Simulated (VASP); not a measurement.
Wanted: the native input for a VASP 6.6.1 run.

```yaml
Task: single point
Functional: LDA
Potentials_or_basis: VASP PAW LDA potentials, release 64 (Hf_pv, C)
Cutoff: 520 eV
k_mesh: 12 × 12 × 12
Occupations: fermi-dirac, width 0.05 eV
Spin: no spin polarisation
Dipole_correction: no
Further_INCAR_settings: ALGO = Normal; EDIFF = 1e-06; NBANDS = 14
```

The structure of HfC lies in POSCAR:

```
HfC
1.0
    0.0000000000      2.2785000000      2.3250000000
    2.2785000000      0.0000000000      2.3250000000
    2.2785000000      2.2785000000      0.0000000000
Hf C
1 1
Direct
    0.5000000000      0.5000000000      0.5000000000
    0.0000000000      0.0000000000      0.0000000000
```

This cell differs from its parent crystal: equal xx and yy strain of -2 %.

The input as run:

INCAR

```
ALGO = Normal ; EDIFF = 1E-6
ENCUT = 520 ; ISIF = 2
ISMEAR = -1 ; LASPH = True
LCHARG = False ; LREAL = False
LWAVE = False ; NBANDS = 14
NELM = 80 ; PREC = Accurate
SIGMA = 0.05
```

KPOINTS

```
k-points
0
Gamma
  12 12 12
```

Potentials or basis: VASP PAW LDA potentials, release 64 (Hf_pv, C).

The run is started by

```console
$ cat potpaw_LDA.64/Hf_pv/POTCAR potpaw_LDA.64/C/POTCAR > POTCAR
$ mpirun -np 1 vasp_std > vasp.out
```

It gave:

```
Pressure               : -1.7 GPa
Band gap on the k mesh : zero (band 7 reaches 7.26 eV, above the bottom of band 8 at 5.73 eV)
```

Caveat: the cell differs from its parent crystal (equal xx and yy strain of -2 %); spin-orbit coupling is left out, which moves the levels of the heavy elements.

It took 13 s on 1 thread of Intel(R) Xeon(R) 6975P-C (Granite Rapids) (shared host), peak memory 0.17 GiB.
